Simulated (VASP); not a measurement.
Ga4Sb3As:

```
As Ga Sb
1.0
    -2.92771    2.92771    5.85543
     2.92771   -2.92771    5.85543
     2.92771    2.92771   -5.85543
As Ga Sb
1 4 3
Direct
  0.00000 0.00000 0.00000
  0.62500 0.62500 0.50000
  0.87500 0.37500 0.00000
  0.12500 0.12500 0.50000
  0.37500 0.87500 0.00000
  0.25000 0.75000 0.50000
  0.50000 0.50000 0.00000
  0.75000 0.25000 0.50000
```

| Quantity | Value |
| --- | --- |
| Program | VASP 6.6.1 |
| Task | relaxation of cell and atoms |
| Functional | PBE |
| Potentials or basis | VASP PAW PBE potentials, release 64 (As, Ga_d, Sb) |
| Cutoff | 600 eV |
| k mesh | 6 × 6 × 6 |
| Occupations | fermi-dirac, width 0.02 eV |
| Spin | no spin polarisation |

At the start: pressure 8.5 GPa; volume 25.09 Å³/atom.

Q: Where does the relaxation end?

A: Over 13 steps the energy falls by 108.6 meV/atom and the volume is 28.38 Å³/atom (+13.1 %); space group I-42m (No. 121, to 0.1 Å) before and after.

The path:
| step | energy change (eV) | largest force (eV/Å) | pressure (GPa) | volume (Å³) |
| --- | --- | --- | --- | --- |
| 1 | 0.0000 | 1.1903 | 8.45 | 200.76 |
| 2 | -0.6967 | 0.3807 | -2.47 | 241.74 |
| 3 | -0.7785 | 0.5488 | -0.49 | 230.12 |
| 4 | -0.8308 | 0.3682 | -0.26 | 228.74 |
| 5 | -0.8667 | 0.0957 | 0.14 | 226.06 |
| 6 | -0.8674 | 0.0794 | 0.14 | 226.38 |
| 7 | -0.8688 | 0.0359 | -0.07 | 227.35 |
| 8 | -0.8688 | 0.0319 | -0.12 | 227.45 |
| 9 | -0.8691 | 0.0082 | 0.01 | 226.99 |
| 10 | -0.8691 | 0.0058 | -0.02 | 227.06 |
| 11 | -0.8691 | 0.0075 | 0.02 | 227.05 |
| 12 | -0.8691 | 0.0057 | -0.01 | 227.06 |
| 13 | -0.8691 | 0.0029 | 0.02 | 227.01 |

Final structure:
```
As Ga Sb
1.0
    -3.05163    3.05163    6.09417
     3.05163   -3.05163    6.09417
     3.05163    3.05163   -6.09417
As Ga Sb
1 4 3
Direct
  0.00000 0.00000 0.00000
  0.64180 0.64180 0.52496
  0.88316 0.35820 0.00000
  0.11684 0.11684 0.47504
  0.35820 0.88316 0.00000
  0.25000 0.75000 0.50000
  0.50000 0.50000 0.00000
  0.75000 0.25000 0.50000
```
